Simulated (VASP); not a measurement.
# SiAs4 (Pm-3m) in VASP: notebook

The runs below take SiAs4 through single point, relaxation of cell and atoms, with PBE.

Program: VASP 6.6.1. These are calculated values, not measurements. Logs are shortened: lines on timing, memory, paths and dates and some standing lists are left out, and cuts for length are marked.

**1. The cell of the first run**

Symmetry: Pm-3m, No. 221, cubic system. Conventional cell: a = 4.836 Å, b = 4.836 Å, c = 4.836 Å, α = 90.00°, β = 90.00°, γ = 90.00°. Within 3.2 Å of Si (site symmetry m-3m) lie 6 As at 2.42 Å. Within 4.5 Å of As (site symmetry m-3m) lie 12 As at 3.42 Å and 8 Si at 4.19 Å. As (site symmetry 4/mmm) has 2 Si at 2.42 Å within 3.2 Å.

The cell was built from a structure type or drawn by symmetry, and may not be a known phase.

**2. Single point, PBE**

INCAR

```
SYSTEM = SiAs4
  PREC = Accurate
  ENCUT = 520
  EDIFF = 1E-6
  ISMEAR = 0
  SIGMA = 0.1
  LREAL = .FALSE.
  LASPH = .TRUE.
  NELM = 100
  ALGO = Normal
  ISIF = 2
  LWAVE = .FALSE.
  LCHARG = .FALSE.
  GGA = PE
  NBANDS = 20
```

KPOINTS

```
regular mesh
0
G
  4 4 4
  0 0 0
```

POSCAR

```
SiAs4
1.0
    4.8355577800      0.0000000000      0.0000000000
    0.0000000000      4.8355577800      0.0000000000
    0.0000000000      0.0000000000      4.8355577800
Si As
1 4
Direct
    0.5000000000      0.5000000000      0.5000000000
    0.0000000000      0.0000000000      0.0000000000
    0.5000000000      0.5000000000      0.0000000000
    0.5000000000      0.0000000000      0.5000000000
    0.0000000000      0.5000000000      0.5000000000
```

Potentials or basis: VASP PAW PBE potentials, release 64 (Si, As).

Command:

```
$ cat potpaw_PBE.64/Si/POTCAR potpaw_PBE.64/As/POTCAR > POTCAR
$ mpirun -np 1 vasp_std > vasp.out
```

OUTCAR:

```text
SYSTEM = SiAs4
   PREC = Accurate
   ENCUT = 520
   EDIFF = 1E-6
   ISMEAR = 0
   LREAL = .FALSE.
   LASPH = .TRUE.
   NELM = 100
   ISIF = 2
   GGA = PE

 ion  position               nearest neighbor table
   1  0.500  0.500  0.500-   3 2.42   4 2.42   5 2.42   3 2.42   4 2.42   5 2.42
   2  0.000  0.000  0.000-
   3  0.500  0.500  0.000-   1 2.42   1 2.42
   4  0.500  0.000  0.500-   1 2.42   1 2.42
   5  0.000  0.500  0.500-   1 2.42   1 2.42

  LATTYP: Found a simple cubic cell.
 ALAT       =     4.8355577800

  Lattice vectors:

 A1 = (   4.8355577800,   0.0000000000,   0.0000000000)
 A2 = (   0.0000000000,   4.8355577800,   0.0000000000)
 A3 = (   0.0000000000,   0.0000000000,   4.8355577800)

Analysis of symmetry for initial positions (statically):
=====================================================================
 Subroutine PRICEL returns:
 Original cell was already a primitive cell.

 Routine SETGRP: Setting up the symmetry group for a
 simple cubic supercell.

 Subroutine GETGRP returns: Found 48 space group operations
 (whereof 48 operations were pure point group operations)
 out of a pool of 48 trial point group operations.

The static configuration has the point symmetry O_h .

Analysis of symmetry for dynamics (positions and initial velocities):
=====================================================================
 Subroutine PRICEL returns:
 Original cell was already a primitive cell.

 Routine SETGRP: Setting up the symmetry group for a
 simple cubic supercell.

 Subroutine GETGRP returns: Found 48 space group operations
 (whereof 48 operations were pure point group operations)
 out of a pool of 48 trial point group operations.

The dynamic configuration has the point symmetry O_h .

 Subroutine INISYM returns: Found 48 space group operations
 (whereof 48 operations are pure point group operations),
 and found     1 'primitive' translations

----------------------------------------------------------------------------------------

                                     Primitive cell

  volume of cell :     113.0680

  direct lattice vectors                    reciprocal lattice vectors
     4.835557780  0.000000000  0.000000000     0.206801375  0.000000000  0.000000000
     0.000000000  4.835557780  0.000000000     0.000000000  0.206801375  0.000000000
     0.000000000  0.000000000  4.835557780     0.000000000  0.000000000  0.206801375

  length of vectors
     4.835557780  4.835557780  4.835557780     0.206801375  0.206801375  0.206801375

  position of ions in fractional coordinates (direct lattice)
     0.500000000  0.500000000  0.500000000
     0.000000000  0.000000000  0.000000000
     0.500000000  0.500000000  0.000000000
     0.500000000  0.000000000  0.500000000
     0.000000000  0.500000000  0.500000000

  ion indices of the primitive-cell ions
   primitive index   ion index
                 1           1
                 2           2
                 3           3
                 4           4
                 5           5

----------------------------------------------------------------------------------------

 KPOINTS: regular mesh

Automatic generation of k-mesh.
 Grid dimensions read from file:
 generate k-points for:    4    4    4

 Generating k-lattice:

  Cartesian coordinates                     Fractional coordinates (reciprocal lattice)
     0.051700344  0.000000000  0.000000000     0.250000000  0.000000000  0.000000000
     0.000000000  0.051700344  0.000000000     0.000000000  0.250000000  0.000000000
     0.000000000  0.000000000  0.051700344     0.000000000  0.000000000  0.250000000

  Length of vectors
     0.051700344  0.051700344  0.051700344

  Shift w.r.t. Gamma in fractional coordinates (k-lattice)
     0.000000000  0.000000000  0.000000000

 Subroutine IBZKPT returns following result:
 ===========================================

 Found     10 irreducible k-points:

 Following reciprocal coordinates:
            Coordinates               Weight
  0.000000  0.000000  0.000000      1.000000
  0.250000  0.000000  0.000000      6.000000
  0.500000  0.000000  0.000000      3.000000
  0.250000  0.250000  0.000000     12.000000
  0.500000  0.250000  0.000000     12.000000
  0.500000  0.500000  0.000000      3.000000
  0.250000  0.250000  0.250000      8.000000
  0.500000  0.250000  0.250000     12.000000
  0.500000  0.500000  0.250000      6.000000
  0.500000  0.500000  0.500000      1.000000
   k-points           NKPTS =     10   k-points in BZ     NKDIM =     10   number of bands    NBANDS=     20
   number of dos      NEDOS =    301   number of ions     NIONS =      5
   total plane-waves  NPLWV =  46656
   dimension x,y,z NGX =    36 NGY =   36 NGZ =   36
   dimension x,y,z NGXF=    72 NGYF=   72 NGZF=   72
   ions per type =               1   4
   NGX,Y,Z   is equivalent  to a cutoff of  12.38, 12.38, 12.38 a.u.
   NGXF,Y,Z  is equivalent  to a cutoff of  24.75, 24.75, 24.75 a.u.
 SYSTEM =  SiAs4
   PREC   = accura    normal or accurate (medium, high low for compatibility)
   ISTART =      0    job   : 0-new  1-cont  2-samecut
   ICHARG =      2    charge: 1-file 2-atom 10-const
   ISPIN  =      1    spin polarized calculation?
   LNONCOLLINEAR =      F non collinear calculations
   LSORBIT =      F    spin-orbit coupling
   LASPH  =      T    aspherical Exc in radial PAW
   ENCUT  =  520.0 eV  38.22 Ry    6.18 a.u.   8.99  8.99  8.99*2*pi/ulx,y,z
   NELM   =    100;   NELMIN=  2; NELMDL= -5     # of ELM steps
   EDIFF  = 0.1E-05   stopping-criterion for ELM
   LREAL  =      F    real-space projection
   EDIFFG = 0.1E-04   stopping-criterion for IOM
   NSW    =      0    number of steps for IOM
   IBRION =     -1    ionic relax: 0-MD 1-quasi-New 2-CG
   NFREE  =      0    steps in history (QN), initial steepest desc. (CG)
   ISIF   =      2    stress and relaxation
   ISYM   =      2    0-nonsym 1-usesym 2-fastsym
   POTIM  = 0.5000    time-step for ionic-motion
   TEBEG  =    0.0;   TEEND  =   0.0 temperature during run
   PSTRESS=    0.0 pullay stress
   NELECT =      24.0000    total number of electrons
   NUPDOWN=      -1.0000    fix difference up-down
   EMIN   =  10.00;   EMAX   =-10.00  energy-range for DOS
   EFERMI =   0.00;   METHOD = LEGACY
   ISMEAR =     0;   SIGMA  =   0.10  broadening in eV -4-tet -1-fermi 0-gaus
   EFERMI_NEDOS =   21; number of points for ismear=-14 and -15
   IALGO  =     38    algorithm
   IMIX   =      4    mixing-type and parameters
     AMIX     =   0.40;   BMIX     =  1.00
     AMIX_MAG =   1.60;   BMIX_MAG =  1.00
  volume/ion in A,a.u.               =      22.61       152.60
  Fermi-wavevector in a.u.,A,eV,Ry     =   0.976559  1.845430 12.975445  0.953668
  Thomas-Fermi vector in A             =   2.107188
   LORBIT       =      0    0 simple, 1 ext, 2 COOP (PROOUT), +10 PAW based schemes
   GGA     = PE    functional components
   LHFCALC =     F    Hartree Fock is set to
   AEXX    =    0.0000 exact exchange contribution
   IVDW    =     0    specifies the selected vdW correction
   LEPSILON=     F    determine dielectric tensor
   LRPA    =     F    only Hartree local field effects (RPA)
 non-spin polarized calculation
 Gauss-broadening in eV      SIGMA  =   0.10
  energy-cutoff  :      520.00
  volume of cell :      113.07
 maximum number of plane-waves:      3112
 NGX is ok and might be reduce to    36
   NGX = 17   NGY = 17   NGZ = 17

 number of electron      24.0000006 magnetization

 Free energy of the ion-electron system (eV)
  ---------------------------------------------------
  ext. energy  EPLUGINS =         0.00000000
  ---------------------------------------------------
  free energy    TOTEN  =       -20.34872391 eV

  energy without entropy =      -20.32879274  energy(sigma->0) =      -20.33875833

 E-fermi :   4.6727     XC(G=0):  -9.7315

 val. band max:        4.5785136938   @ k =   0.0000   0.0000   0.0000
 cond. band min:       4.7185419749   @ k =   0.2500   0.2500   0.2500
 fundamental gap:      0.1400282812
 Fermi energy:         4.6726578684

 k-point     1 :       0.0000    0.0000    0.0000
  band No.  band energies     occupation
      1      -9.3665      2.00000
      2      -5.2430      2.00000
      3      -5.1895      2.00000
      4      -5.1895      2.00000
      5      -1.3227      2.00000
      6      -1.3227      2.00000
[... 12 lines left out ...]
     19       8.7013      0.00000
     20       8.7013      0.00000

 k-point     2 :       0.2500    0.0000    0.0000
  band No.  band energies     occupation
      1      -9.0677      2.00000
      2      -6.1961      2.00000
      3      -5.1555      2.00000
      4      -5.1121      2.00000
      5      -1.1064      2.00000
      6      -1.1064      2.00000
[... 12 lines left out ...]
     19      10.3384      0.00000
     20      10.5465      0.00000

 k-point     3 :       0.5000    0.0000    0.0000
  band No.  band energies     occupation
      1      -8.5543      2.00000
      2      -7.1953      2.00000
      3      -5.1205      2.00000
      4      -4.9795      2.00000
      5      -1.0602      2.00000
      6      -0.8237      2.00000
[... 12 lines left out ...]
     19       9.3281      0.00000
     20      11.7346      0.00000

 k-point     4 :       0.2500    0.2500    0.0000
  band No.  band energies     occupation
      1      -8.7672      2.00000
      2      -6.0796      2.00000
      3      -5.9523      2.00000
      4      -5.1629      2.00000
      5      -1.9555      2.00000
      6      -0.9014      2.00000
[... 107 lines left out ...]
 k-point     9 :       0.5000    0.5000    0.2500
  band No.  band energies     occupation
      1      -7.3012      2.00000
      2      -6.5749      2.00000
      3      -6.5749      2.00000
      4      -5.6023      2.00000
      5      -4.2624      2.00000
      6       0.5282      2.00000
[... 12 lines left out ...]
     19       8.0610      0.00000
     20      11.8977      0.00000

 k-point    10 :       0.5000    0.5000    0.5000
  band No.  band energies     occupation
      1      -6.4925      2.00000
      2      -6.4925      2.00000
      3      -6.4925      2.00000
      4      -5.7561      2.00000
      5      -5.4981      2.00000
      6      -0.1323      2.00000
[... 12 lines left out ...]
     19       6.9133      0.00000
     20      10.6555      0.00000

------------------------ aborting loop because EDIFF is reached ----------------------------------------

  FORCE on cell =-STRESS in cart. coord.  units (eV):
  Direction    XX          YY          ZZ          XY          YZ          ZX
  --------------------------------------------------------------------------------------
  -------------------------------------------------------------------------------------
  Total       -1.9464920     -1.9464920     -1.9464920      0.0000000     -0.0000000     -0.0000000
  in kB      -27.5818550    -27.5818550    -27.5818550      0.0000000     -0.0000000     -0.0000000
  external PRESSURE =     -27.5818550 kB  Pullay stress =       0.0000000 kB

 VOLUME and BASIS-vectors are now :
 -----------------------------------------------------------------------------
  energy-cutoff  :      520.00
  volume of cell :      113.07
      direct lattice vectors                 reciprocal lattice vectors
     4.835557780  0.000000000  0.000000000     0.206801375  0.000000000  0.000000000
     0.000000000  4.835557780  0.000000000     0.000000000  0.206801375  0.000000000
     0.000000000  0.000000000  4.835557780     0.000000000  0.000000000  0.206801375

 POSITION                                       TOTAL-FORCE (eV/Angst)
 -----------------------------------------------------------------------------------
      2.41778      2.41778      2.41778         0.000000      0.000000      0.000000
      0.00000      0.00000      0.00000         0.000000      0.000000      0.000000
      2.41778      2.41778      0.00000         0.000000      0.000000      0.000000
      2.41778      0.00000      2.41778         0.000000      0.000000      0.000000
      0.00000      2.41778      2.41778         0.000000      0.000000      0.000000
 -----------------------------------------------------------------------------------
    total drift:                                0.000000      0.000000      0.000000

  FREE ENERGIE OF THE ION-ELECTRON SYSTEM (eV)
  ---------------------------------------------------
  free  energy   TOTEN  =       -20.3487239103 eV

  energy  without entropy=      -20.3287927415  energy(sigma->0) =      -20.33875833
```

Run time: 17 s. Hardware: 1 thread of Intel Xeon Platinum 8488C (Sapphire Rapids), shared host; peak memory 0.2 GiB.

What came out:

* Free energy: -20.3487 eV
* Pressure: -2.8 GPa
* Band gap on the k mesh: zero (bands 12 and 13 overlap by 2.19 eV)

**3. Single point, PBE**

This run uses another cell than the first one, of 21.36 Å³/atom.

INCAR

```
SYSTEM = SiAs4
ALGO = Normal ; EDIFF = 1E-6
ENCUT = 520 ; GGA = PE
ISIF = 2 ; ISMEAR = 0
LASPH = .TRUE. ; LCHARG = .FALSE.
LREAL = .FALSE. ; LWAVE = .FALSE.
NBANDS = 20 ; NELM = 100
PREC = Accurate ; SIGMA = 0.1
```

KPOINTS

```
k-points
0
G
  8 8 8
  0 0 0
```

POSCAR, as its differences from that of step 2:

```diff
@@ -2,5 +2,5 @@
 1.0
-    4.8355577800      0.0000000000      0.0000000000
-    0.0000000000      4.8355577800      0.0000000000
-    0.0000000000      0.0000000000      4.8355577800
+    4.7447914936      0.0000000000      0.0000000000
+    0.0000000000      4.7447914936      0.0000000000
+    0.0000000000      0.0000000000      4.7447914936
 Si As
```

Potentials or basis: VASP PAW PBE potentials, release 64 (Si, As).

Command:

```
$ cat potpaw_PBE.64/Si/POTCAR potpaw_PBE.64/As/POTCAR > POTCAR
$ mpirun -np 1 vasp_std > vasp.out
```

OUTCAR:

```text
SYSTEM = SiAs4
   EDIFF = 1E-6
   ENCUT = 520
   GGA = PE
   ISIF = 2
   ISMEAR = 0
   LASPH = .TRUE.
   LREAL = .FALSE.
   NELM = 100
   PREC = Accurate

 ion  position               nearest neighbor table
   1  0.500  0.500  0.500-   3 2.37   4 2.37   5 2.37   3 2.37   4 2.37   5 2.37
   2  0.000  0.000  0.000-
   3  0.500  0.500  0.000-   1 2.37   1 2.37
   4  0.500  0.000  0.500-   1 2.37   1 2.37
[... 748 lines left out ...]
     19      10.1592      0.00000
     20      12.7743      0.00000

 [... further k-points ...]
[... 5 lines left out ...]
  --------------------------------------------------------------------------------------
  -------------------------------------------------------------------------------------
  Total        0.0906443      0.0906443      0.0906443     -0.0000000     -0.0000000      0.0000000
  in kB        1.3595634      1.3595634      1.3595634     -0.0000000     -0.0000000      0.0000000
  external PRESSURE =       1.3595634 kB  Pullay stress =       0.0000000 kB

 VOLUME and BASIS-vectors are now :
 -----------------------------------------------------------------------------
  energy-cutoff  :      520.00
  volume of cell :      106.82
      direct lattice vectors                 reciprocal lattice vectors
     4.744791494  0.000000000  0.000000000     0.210757417  0.000000000  0.000000000
     0.000000000  4.744791494  0.000000000     0.000000000  0.210757417  0.000000000
     0.000000000  0.000000000  4.744791494     0.000000000  0.000000000  0.210757417

 POSITION                                       TOTAL-FORCE (eV/Angst)
 -----------------------------------------------------------------------------------
      2.37240      2.37240      2.37240         0.000000      0.000000      0.000000
      0.00000      0.00000      0.00000         0.000000      0.000000      0.000000
      2.37240      2.37240      0.00000         0.000000      0.000000      0.000000
      2.37240      0.00000      2.37240         0.000000      0.000000      0.000000
      0.00000      2.37240      2.37240         0.000000      0.000000      0.000000
 -----------------------------------------------------------------------------------
    total drift:                                0.000000      0.000000      0.000000

  FREE ENERGIE OF THE ION-ELECTRON SYSTEM (eV)
  ---------------------------------------------------
  free  energy   TOTEN  =       -20.3569921707 eV

  energy  without entropy=      -20.3364242895  energy(sigma->0) =      -20.34670823
```

Run time: 34 s. Hardware: 1 thread of Intel Xeon Platinum 8488C (Sapphire Rapids), shared host; peak memory 0.23 GiB.

What came out:

| Quantity | Value |
| --- | --- |
| Free energy | -20.3570 eV |
| Pressure | 0.1 GPa |
| Band gap on the k mesh | zero (bands 12 and 13 overlap by 2.58 eV) |

Levels at points of the mesh, in eV from the Fermi level:
```csv
k point,band 10,band 11,band 12,band 13,band 14,band 15
"(0.00, 0.00, 0.00)",-1.42,-1.42,0.12,0.12,0.12,3.03
"(0.50, 0.00, 0.00)",-1.05,-0.77,-0.72,0.30,0.30,1.32
"(0.50, 0.50, 0.00)",-1.55,-1.55,-0.93,-0.21,1.27,1.27
"(0.50, 0.50, 0.50)",-0.14,2.14,2.14,2.14,2.40,2.40
```

[end of part 1 of 2]
